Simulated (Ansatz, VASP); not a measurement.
**BeCu2GeSe4 in VASP and in Ansatz**

File POSCAR:

```
BeCu2GeSe4
1.0
   -2.7239396133      2.7239396133      5.2955862254
    2.7239396133     -2.7239396133      5.2955862254
    2.7239396133      2.7239396133     -5.2955862254
Cu Be Ge Se
2 1 1 4
Direct
    0.0000000000      0.0000000000      0.0000000000
    0.7500000000      0.2500000000      0.5000000000
    0.2500000000      0.7500000000      0.5000000000
    0.5000000000      0.5000000000      0.0000000000
    0.1299135853      0.6303946154      1.0236232207
    0.3696053846      0.3932286054      0.4995189700
    0.6067713946      0.1062903646     -0.0236232207
    0.8937096354      0.8700864147      0.5004810300
```

INCAR.step1

```
SYSTEM = BeCu2GeSe4
ALGO = Normal
EDIFF = 1E-4
ENCUT = 520
GGA = PE
ISMEAR = 0
LASPH = .TRUE.
LCHARG = .FALSE.
LREAL = .FALSE.
LWAVE = .TRUE.
NBANDS = 41
NELM = 100
PREC = Accurate
SIGMA = 0.01
```

INCAR.step2

```
SYSTEM = BeCu2GeSe4
ALGO = Normal
EDIFF = 1E-6
ENCUT = 520
ISIF = 2
ISMEAR = 0
ISTART = 1
LASPH = .TRUE.
LCHARG = .FALSE.
LMIXTAU = .TRUE.
LREAL = .FALSE.
LWAVE = .FALSE.
METAGGA = R2SCAN
NBANDS = 41
NELM = 100
PREC = Accurate
SIGMA = 0.01
```

File KPOINTS:

```
k-points
0
G
  6 6 6
  0 0 0
```

Input for Ansatz:

```yaml
crystal:
  lattice:
    - [-2.7239396133, 2.7239396133, 5.2955862254]
    - [2.7239396133, -2.7239396133, 5.2955862254]
    - [2.7239396133, 2.7239396133, -5.2955862254]
  atoms:
    - { symbol: Cu, position: [0.0, 0.0, 0.0] }
    - { symbol: Cu, position: [0.75, 0.25, 0.5] }
    - { symbol: Be, position: [0.25, 0.75, 0.5] }
    - { symbol: Ge, position: [0.5, 0.5, 0.0] }
    - { symbol: Se, position: [0.1299135853, 0.6303946154, 1.0236232207] }
    - { symbol: Se, position: [0.3696053846, 0.3932286054, 0.49951897] }
    - { symbol: Se, position: [0.6067713946, 0.1062903646, -0.0236232207] }
    - { symbol: Se, position: [0.8937096354, 0.8700864147, 0.50048103] }
kpoints:
  mp_grid: { grid: [6, 6, 6] }
hamiltonian:
  xc: r2scan
scf:
  occupations: { method: fixed }
  n_extra_bands: 6
output:
  forces: true
  stress: true
  eigenvalues: true
```

Alike in both runs: task single point; functional r2SCAN; k mesh 6 × 6 × 6; no spin polarisation.

|  | VASP | Ansatz |
| --- | --- | --- |
| version | VASP 6.6.1 | Ansatz 0.2.0 |
| potentials or method | VASP PAW PBE potentials, release 64 (Cu, Be, Ge_d, Se) | plane waves, PAW |
| plane-wave cutoff (eV) | 520 | 500 |
| occupations | gaussian, width 0.01 eV | fixed |
| valence electrons in the cell | 62 | 118 |

|  | VASP | Ansatz | Ansatz less VASP |
| --- | --- | --- | --- |
| gap on the k mesh at the Fermi level (eV) | 0.72 | 0.72 | 0.000 |
| pressure (GPa) | 2.5 | 2.4 | -0.13 |
| rms of the force components (eV/Å) | 0.021 | 0.024 | +0.0024 |

VASP's potentials were made for PBE, not for r2SCAN. Atom by atom the forces differ by 0.003 eV/Å (rms over components). VASP's potentials hold 62 valence electrons a cell and Ansatz's 118, so a difference there can come from the potentials and not from the codes.
